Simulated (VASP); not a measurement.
Wanted: the native input for a VASP 6.6.1 run.

* Task: single point
* Functional: PBEsol-based global hybrid
* Potentials or basis: VASP PAW PBE potentials, release 64 (Ga_d)
* Cutoff: 520 eV
* k mesh: 5 × 4 × 4
* Occupations: fermi-dirac, width 0.05 eV
* Spin: no spin polarisation
* Dipole correction: no
* Grid for exact exchange (PRECFOCK): Normal
* Share of exact exchange: 0.25
* Further INCAR settings: ALGO = Normal; EDIFF = 1e-06; NBANDS = 20

Crystal: Ga.

```
Ga
1.0
     2.77439    0.00000   -0.00380
     0.00000    3.33976    0.00000
    -1.34693    0.00000    3.86827
Ga
2
Cartesian
  -0.6361 2.5048 2.9824
  2.0635 0.8349 0.8821
```

These files were run (other wordings do the same):

POSCAR

```
Ga
1.0
    2.7743890613      0.0000000000     -0.0037967666
    0.0000000000      3.3397571139      0.0000000000
   -1.3469338229      0.0000000000      3.8682659126
Ga
2
Direct
    0.1450993522      0.7500000000      0.7711250686
    0.8549006478      0.2500000000      0.2288749314
```

INCAR.step1

```
ALGO = Normal
EDIFF = 1E-5
ENCUT = 520
GGA = PE
ISIF = 2
ISMEAR = -1
LASPH = T
LREAL = F
LWAVE = T
NBANDS = 20
NELM = 100
PREC = Accurate
SIGMA = 0.05
```

INCAR.step2

```
AEXX = 0.25
ALGO = Normal
EDIFF = 1E-6
ENCUT = 520
GGA = PS
ISIF = 2
ISMEAR = -1
ISTART = 1
LASPH = T
LCHARG = T
LELF = T
LHFCALC = T
LREAL = F
LVHAR = T
LWAVE = F
NBANDS = 20
NELM = 100
PREC = Accurate
PRECFOCK = Normal
SIGMA = 0.05
```

KPOINTS

```
k-points
0
Gamma
  5 4 4
```

Potentials or basis: VASP PAW PBE potentials, release 64 (Ga_d).

Run with:

```console
$ cat potpaw_PBE.64/Ga_d/POTCAR > POTCAR
$ cp INCAR.step1 INCAR
$ mpirun -np 1 vasp_std > vasp.out
$ cp INCAR.step2 INCAR
$ mpirun -np 1 vasp_std > vasp.out
```

It gave:

| Property | Result |
| --- | --- |
| Pressure | 0.0 GPa |
| Largest force | 0.004 eV/Å |
| Band gap on the k mesh | zero (band 13 reaches 10.25 eV, above the bottom of band 14 at 0.32 eV) |

Caveat: the k points lie up to 0.48 Å⁻¹ apart; the PAW data sets were made with another functional, which shifts forces and pressure a little.

Wall time 78 min on 1 thread of AMD EPYC 7R13 Processor (Zen 3), on a shared host, peak memory 0.15 GiB.
